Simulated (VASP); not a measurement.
# Zn2C3 (R-3c) in VASP: a series of runs

Runs on Zn2C3. Level: PBE. Tasks: single point.

Everything below comes from runs of VASP 6.6.1. Logs are shortened: lines on timing, memory, paths and dates and some standing lists are left out, and cuts for length are marked.

**1. The cell of the first run**

It takes space group R-3c (No. 167, trigonal). The conventional cell has a = 5.084 Å, b = 5.084 Å, c = 13.880 Å, α = 90.00°, β = 90.00°, γ = 120.00°. Zn (site symmetry 3) has 6 C at 1.98 to 2.11 Å within 2.6 Å. Within 3.1 Å of C (site symmetry 2) lie 4 Zn at 1.98 to 2.11 Å and 12 C at 2.70 to 3.06 Å.

**2. Single point, PBE**

INCAR reads:

```
ALGO = Normal
EDIFF = 1E-7
ENCUT = 520
GGA = PE
ISIF = 2
ISMEAR = 0
LASPH = T
LCHARG = F
LREAL = F
LWAVE = F
NBANDS = 47
NELM = 100
PREC = Accurate
SIGMA = 0.1
```

KPOINTS reads:

```
k-points
0
Gamma
  6 6 6
```

POSCAR reads:

```
Zn2C3
1.0
    2.5418599003      1.4675434977      4.6265667312
   -2.5418599003      1.4675434977      4.6265667312
    0.0000000000     -2.9350869954      4.6265667312
Zn C
4 6
Direct
    0.8521800000      0.8521800000      0.8521800000
    0.6478200000      0.6478200000      0.6478200000
    0.1478200000      0.1478200000      0.1478200000
    0.3521800000      0.3521800000      0.3521800000
    0.0562500000      0.4437500000      0.7500000000
    0.7500000000      0.0562500000      0.4437500000
    0.4437500000      0.7500000000      0.0562500000
    0.9437500000      0.5562500000      0.2500000000
    0.2500000000      0.9437500000      0.5562500000
    0.5562500000      0.2500000000      0.9437500000
```

Potentials or basis: VASP PAW PBE potentials, release 64 (Zn, C).

Command:

```sh
cat potpaw_PBE.64/Zn/POTCAR potpaw_PBE.64/C/POTCAR > POTCAR
mpirun -np 1 vasp_std > vasp.out
```

OUTCAR:

```text
EDIFF = 1E-7
   ENCUT = 520
   GGA = PE
   ISIF = 2
   ISMEAR = 0
   LASPH = T
   LREAL = F
   NELM = 100
   PREC = Accurate

 ion  position               nearest neighbor table
   1  0.852  0.852  0.852-  10 1.98   8 1.98   9 1.98   5 2.11   7 2.11   6 2.11   2 2.84   3 2.98
                             3 2.98   3 2.98
   2  0.648  0.648  0.648-   9 1.98   8 1.98  10 1.98   5 2.11   7 2.11   6 2.11   1 2.84   4 2.98
                             4 2.98   4 2.98
   3  0.148  0.148  0.148-   7 1.98   5 1.98   6 1.98   8 2.11   9 2.11  10 2.11   4 2.84   1 2.98
                             1 2.98   1 2.98
   4  0.352  0.352  0.352-   6 1.98   5 1.98   7 1.98   8 2.11   9 2.11  10 2.11   3 2.84   2 2.98
                             2 2.98   2 2.98
   5  0.056  0.444  0.750-   3 1.98   4 1.98   1 2.11   2 2.11
   6  0.750  0.056  0.444-   4 1.98   3 1.98   1 2.11   2 2.11
   7  0.444  0.750  0.056-   3 1.98   4 1.98   1 2.11   2 2.11
   8  0.944  0.556  0.250-   1 1.98   2 1.98   3 2.11   4 2.11
   9  0.250  0.944  0.556-   2 1.98   1 1.98   3 2.11   4 2.11
  10  0.556  0.250  0.944-   1 1.98   2 1.98   3 2.11   4 2.11

  LATTYP: Found a trigonal (rhomboedric) cell.
 ALAT       =     5.4790378160
 COS(alpha) =     0.5695481095

  Lattice vectors:

 A1 = (   2.5418599003,   1.4675434977,   4.6265667312)
 A2 = (  -2.5418599003,   1.4675434977,   4.6265667312)
 A3 = (   0.0000000000,  -2.9350869954,   4.6265667312)

Analysis of symmetry for initial positions (statically):
=====================================================================
 Subroutine PRICEL returns:
 Original cell was already a primitive cell.

 Routine SETGRP: Setting up the symmetry group for a
 trigonal (rhombohedral) supercell.

 Subroutine GETGRP returns: Found 12 space group operations
 (whereof  6 operations were pure point group operations)
 out of a pool of 12 trial point group operations.

The static configuration has the point symmetry S_6 .
 The point group associated with its full space group is D_3d.

Analysis of symmetry for dynamics (positions and initial velocities):
=====================================================================
 Subroutine PRICEL returns:
 Original cell was already a primitive cell.

 Routine SETGRP: Setting up the symmetry group for a
 trigonal (rhombohedral) supercell.

 Subroutine GETGRP returns: Found 12 space group operations
 (whereof  6 operations were pure point group operations)
 out of a pool of 12 trial point group operations.

The dynamic configuration has the point symmetry S_6 .
 The point group associated with its full space group is D_3d.

 Subroutine INISYM returns: Found 12 space group operations
 (whereof  6 operations are pure point group operations),
 and found     1 'primitive' translations

----------------------------------------------------------------------------------------

                                     Primitive cell

  volume of cell :     103.5506

  direct lattice vectors                    reciprocal lattice vectors
     2.541859900  1.467543498  4.626566731     0.196706357  0.113568468  0.072047666
    -2.541859900  1.467543498  4.626566731    -0.196706357  0.113568468  0.072047666
     0.000000000 -2.935086995  4.626566731     0.000000000 -0.227136936  0.072047666

  length of vectors
     5.479037816  5.479037816  5.479037816     0.238289852  0.238289852  0.238289852

  position of ions in fractional coordinates (direct lattice)
     0.852180000  0.852180000  0.852180000
     0.647820000  0.647820000  0.647820000
     0.147820000  0.147820000  0.147820000
     0.352180000  0.352180000  0.352180000
     0.056250000  0.443750000  0.750000000
     0.750000000  0.056250000  0.443750000
     0.443750000  0.750000000  0.056250000
     0.943750000  0.556250000  0.250000000
     0.250000000  0.943750000  0.556250000
     0.556250000  0.250000000  0.943750000

  ion indices of the primitive-cell ions
   primitive index   ion index
                 1           1
                 2           2
                 3           3
                 4           4
                 5           5
                 6           6
                 7           7
                 8           8
                 9           9
                10          10

----------------------------------------------------------------------------------------

 KPOINTS: k-points

Automatic generation of k-mesh.
 Grid dimensions read from file:
 generate k-points for:    6    6    6

 Generating k-lattice:

  Cartesian coordinates                     Fractional coordinates (reciprocal lattice)
     0.032784393  0.018928078  0.012007944     0.166666667 -0.000000000  0.000000000
    -0.032784393  0.018928078  0.012007944    -0.000000000  0.166666667  0.000000000
     0.000000000 -0.037856156  0.012007944     0.000000000  0.000000000  0.166666667

  Length of vectors
     0.039714975  0.039714975  0.039714975

  Shift w.r.t. Gamma in fractional coordinates (k-lattice)
     0.000000000  0.000000000  0.000000000

 Subroutine IBZKPT returns following result:
 ===========================================

 Found     32 irreducible k-points:

 Following reciprocal coordinates:
            Coordinates               Weight
  0.000000  0.000000  0.000000      1.000000
  0.166667 -0.000000  0.000000      6.000000
  0.333333 -0.000000  0.000000      6.000000
  0.500000  0.000000  0.000000      3.000000
  0.166667  0.166667  0.000000      6.000000
  0.333333  0.166667  0.000000     12.000000
[... 16 lines left out ...]
  0.500000  0.500000  0.166667      6.000000
 -0.333333  0.500000  0.166667     12.000000
 [... further k-points ...]
   k-points           NKPTS =     32   k-points in BZ     NKDIM =     32   number of bands    NBANDS=     47
   number of dos      NEDOS =    301   number of ions     NIONS =     10
   total plane-waves  NPLWV =  74088
   dimension x,y,z NGX =    42 NGY =   42 NGZ =   42
   dimension x,y,z NGXF=    84 NGYF=   84 NGZF=   84
   ions per type =               4   6
   NGX,Y,Z   is equivalent  to a cutoff of  12.74, 12.74, 12.74 a.u.
   NGXF,Y,Z  is equivalent  to a cutoff of  25.49, 25.49, 25.49 a.u.
 SYSTEM =  unknown system
   PREC   = accura    normal or accurate (medium, high low for compatibility)
   ISTART =      0    job   : 0-new  1-cont  2-samecut
   ICHARG =      2    charge: 1-file 2-atom 10-const
   ISPIN  =      1    spin polarized calculation?
   LNONCOLLINEAR =      F non collinear calculations
   LSORBIT =      F    spin-orbit coupling
   LASPH  =      T    aspherical Exc in radial PAW
   ENCUT  =  520.0 eV  38.22 Ry    6.18 a.u.  10.19 10.19 10.19*2*pi/ulx,y,z
   NELM   =    100;   NELMIN=  2; NELMDL= -5     # of ELM steps
   EDIFF  = 0.1E-06   stopping-criterion for ELM
   LREAL  =      F    real-space projection
   EDIFFG = 0.1E-05   stopping-criterion for IOM
   NSW    =      0    number of steps for IOM
   IBRION =     -1    ionic relax: 0-MD 1-quasi-New 2-CG
   NFREE  =      0    steps in history (QN), initial steepest desc. (CG)
   ISIF   =      2    stress and relaxation
   ISYM   =      2    0-nonsym 1-usesym 2-fastsym
   POTIM  = 0.5000    time-step for ionic-motion
   TEBEG  =    0.0;   TEEND  =   0.0 temperature during run
   PSTRESS=    0.0 pullay stress
   NELECT =      72.0000    total number of electrons
   NUPDOWN=      -1.0000    fix difference up-down
   EMIN   =  10.00;   EMAX   =-10.00  energy-range for DOS
   EFERMI =   0.00;   METHOD = LEGACY
   ISMEAR =     0;   SIGMA  =   0.10  broadening in eV -4-tet -1-fermi 0-gaus
   EFERMI_NEDOS =   21; number of points for ismear=-14 and -15
   IALGO  =     38    algorithm
   IMIX   =      4    mixing-type and parameters
     AMIX     =   0.40;   BMIX     =  1.00
     AMIX_MAG =   1.60;   BMIX_MAG =  1.00
  volume/ion in A,a.u.               =      10.36        69.88
  Fermi-wavevector in a.u.,A,eV,Ry     =   1.450334  2.740734 28.619439  2.103469
  Thomas-Fermi vector in A             =   2.567958
   LORBIT       =      0    0 simple, 1 ext, 2 COOP (PROOUT), +10 PAW based schemes
   GGA     = PE    functional components
   LHFCALC =     F    Hartree Fock is set to
   AEXX    =    0.0000 exact exchange contribution
   IVDW    =     0    specifies the selected vdW correction
   LEPSILON=     F    determine dielectric tensor
   LRPA    =     F    only Hartree local field effects (RPA)
 non-spin polarized calculation
 Gauss-broadening in eV      SIGMA  =   0.10
  energy-cutoff  :      520.00
  volume of cell :      103.55
 maximum number of plane-waves:      2809
 NGX is ok and might be reduce to    42
   NGX = 21   NGY = 21   NGZ = 21

 number of electron      71.9999994 magnetization

 Free energy of the ion-electron system (eV)
  ---------------------------------------------------
  ext. energy  EPLUGINS =         0.00000000
  ---------------------------------------------------
  free energy    TOTEN  =       -35.34650989 eV

  energy without entropy =      -35.31982426  energy(sigma->0) =      -35.33316707

 E-fermi :   3.8225     XC(G=0): -11.8191

 val. band max:        3.8021232475   @ k =  -0.3333   0.3333   0.0000
 cond. band min:       3.8295777818   @ k =   0.3333  -0.0000   0.0000
 fundamental gap:      0.0274545343
 Fermi energy:         3.8224880035

 k-point     1 :       0.0000    0.0000    0.0000
  band No.  band energies     occupation
      1     -10.6114      2.00000
      2      -6.7638      2.00000
      3      -6.7638      2.00000
      4      -6.7172      2.00000
      5      -6.4730      2.00000
      6      -6.4730      2.00000
[... 39 lines left out ...]
     46      12.9629      0.00000
     47      13.9768      0.00000

 k-point     2 :       0.1667   -0.0000    0.0000
  band No.  band energies     occupation
      1     -10.4227      2.00000
      2      -7.0517      2.00000
      3      -6.7789      2.00000
      4      -6.7663      2.00000
      5      -6.5931      2.00000
      6      -6.5336      2.00000
[... 1092 lines left out ...]
 k-point    24 :      -0.3333    0.5000    0.1667
  band No.  band energies     occupation
      1      -8.8408      2.00000
      2      -8.2572      2.00000
      3      -7.7602      2.00000
      4      -7.3891      2.00000
      5      -6.7056      2.00000
      6      -6.6394      2.00000
[... 39 lines left out ...]
     46      12.7552      0.00000
     47      13.3840      0.00000

 [... further k-points ...]

------------------------ aborting loop because EDIFF is reached ----------------------------------------

  FORCE on cell =-STRESS in cart. coord.  units (eV):
  Direction    XX          YY          ZZ          XY          YZ          ZX
  --------------------------------------------------------------------------------------
  -------------------------------------------------------------------------------------
  Total       12.6246784     12.6246784      4.7200820      0.0000000      0.0000000      0.0000000
  in kB      195.3341747    195.3341747     73.0310338      0.0000000      0.0000000      0.0000000
  external PRESSURE =     154.5664611 kB  Pullay stress =       0.0000000 kB

 VOLUME and BASIS-vectors are now :
 -----------------------------------------------------------------------------
  energy-cutoff  :      520.00
  volume of cell :      103.55
      direct lattice vectors                 reciprocal lattice vectors
     2.541859900  1.467543498  4.626566731     0.196706357  0.113568468  0.072047666
    -2.541859900  1.467543498  4.626566731    -0.196706357  0.113568468  0.072047666
     0.000000000 -2.935086995  4.626566731     0.000000000 -0.227136936  0.072047666

 POSITION                                       TOTAL-FORCE (eV/Angst)
 -----------------------------------------------------------------------------------
      0.00000      0.00000     11.82800         0.000000      0.000000      0.058999
      0.00000      0.00000      8.99155         0.000000      0.000000     -0.058999
      0.00000      0.00000      2.05170         0.000000      0.000000     -0.058999
      0.00000      0.00000      4.88815         0.000000      0.000000      0.058999
     -0.98497     -1.46754      5.78321         0.064379      0.000000      0.000000
      1.76342     -0.11924      5.78321        -0.032190      0.055754      0.000000
     -0.77844      1.58678      5.78321        -0.032190     -0.055754      0.000000
      0.98497      1.46754      8.09649        -0.064379      0.000000      0.000000
     -1.76342      0.11924      8.09649         0.032190     -0.055754      0.000000
      0.77844     -1.58678      8.09649         0.032190      0.055754      0.000000
 -----------------------------------------------------------------------------------
    total drift:                                0.000000     -0.000000      0.000000

  FREE ENERGIE OF THE ION-ELECTRON SYSTEM (eV)
  ---------------------------------------------------
  free  energy   TOTEN  =       -35.3465098907 eV

  energy  without entropy=      -35.3198242567  energy(sigma->0) =      -35.33316707
```

It took 5.9 min on 1 thread of Oxide Virtual Turin-like, shared host; peak memory 0.27 GiB.

Results:

- Free energy: -35.3465 eV
- Pressure: 15.5 GPa
- Largest force: 0.064 eV/Å
- Band gap on the k mesh: zero (bands 36 and 37 overlap by 2.16 eV)

Forces on the atoms (eV/Å):
```
Zn   0.000  0.000  0.059
Zn   0.000  0.000 -0.059
Zn   0.000  0.000 -0.059
Zn   0.000  0.000  0.059
C    0.064  0.000  0.000
C   -0.032  0.056  0.000
C   -0.032 -0.056  0.000
C   -0.064  0.000  0.000
C    0.032 -0.056  0.000
C    0.032  0.056  0.000
```

Levels at points of the mesh, in eV from the Fermi level:
| k point | band 33 | band 34 | band 35 | band 36 | band 37 | band 38 | band 39 | band 40 |
| --- | --- | --- | --- | --- | --- | --- | --- | --- |
| (0.00, 0.00, 0.00) | -2.73 | -2.36 | -2.36 | 1.45 | 1.45 | 1.47 | 1.47 | 1.84 |
| (0.50, 0.00, 0.00) | -1.62 | -1.62 | 0.44 | 0.44 | 0.61 | 0.61 | 0.91 | 0.91 |
| (0.50, 0.50, 0.00) | -1.63 | -1.49 | -1.22 | -1.03 | -0.03 | 0.04 | 0.69 | 0.95 |
| (0.50, 0.50, 0.50) | -2.29 | -2.29 | -0.96 | -0.96 | 0.39 | 0.39 | 0.39 | 0.39 |

Caveat: the cell stands under pressure.

**3. Single point, PBE**

This run uses another cell than the first one, of 10.76 Å³/atom.

INCAR reads:

```
PREC = Accurate
ENCUT = 520
EDIFF = 1E-6
ISMEAR = 0
SIGMA = 0.1
LREAL = F
LASPH = T
NELM = 100
ALGO = Normal
ISIF = 2
LWAVE = F
LCHARG = F
GGA = PE
NBANDS = 47
```

KPOINTS reads:

```
regular mesh
0
Gamma
  6 6 6
```

POSCAR reads:

```
Zn2C3
1.0
    2.8173382863      1.6265910180      3.9130022832
   -2.8173382863      1.6265910180      3.9130022832
    0.0000000000     -3.2531820360      3.9130022832
Zn C
4 6
Direct
    0.8618264368      0.8618264368      0.8618264368
    0.6381735632      0.6381735632      0.6381735632
    0.1381735632      0.1381735632      0.1381735632
    0.3618264368      0.3618264368      0.3618264368
    0.0616336776      0.4383663224      0.7500000000
    0.7500000000      0.0616336776      0.4383663224
    0.4383663224      0.7500000000      0.0616336776
    0.9383663224      0.5616336776      0.2500000000
    0.2500000000      0.9383663224      0.5616336776
    0.5616336776      0.2500000000      0.9383663224
```

Potentials or basis: VASP PAW PBE potentials, release 64 (Zn, C).

Command:

```sh
cat potpaw_PBE.64/Zn/POTCAR potpaw_PBE.64/C/POTCAR > POTCAR
mpirun -np 1 vasp_std > vasp.out
```

Run time: 4.6 min. Hardware: 1 thread of Oxide Virtual Turin-like, shared host; peak memory 0.25 GiB.

It converged, with:

* Free energy: -36.5671 eV
* Pressure: 1.0 GPa
* Largest force: 0.058 eV/Å
* Band gap on the k mesh: zero (bands 36 and 37 overlap by 1.34 eV)

Forces on the atoms (eV/Å):
```
Zn   0.000  0.000  0.058
Zn   0.000  0.000 -0.058
Zn   0.000  0.000 -0.058
Zn   0.000  0.000  0.058
C    0.010  0.000  0.000
C   -0.005  0.008  0.000
C   -0.005 -0.008  0.000
C   -0.010  0.000  0.000
C    0.005 -0.008  0.000
C    0.005  0.008  0.000
```

Stress tensor (GPa, compression positive):
```
1.30 0.00 0.00
0.00 1.30 0.00
0.00 0.00 0.48
```

Levels at points of the mesh, in eV from the Fermi level:
```
           k point  band 32  band 33  band 34  band 35  band 36  band 37  band 38  band 39  band 40  band 41
(0.00, 0.00, 0.00)    -2.74    -2.40    -2.40    -2.36     0.94     0.94     1.07     1.07     2.55     2.55
(0.50, 0.00, 0.00)    -2.63    -1.11    -1.11     0.03     0.03     0.40     0.40     1.02     1.02     1.76
(0.50, 0.50, 0.00)    -2.27    -1.45    -1.37    -1.25    -0.71     0.09     0.69     0.91     0.92     0.96
(0.50, 0.50, 0.50)    -2.04    -1.01    -1.01     0.32     0.32     1.07     1.07     1.07     1.07     1.46
```
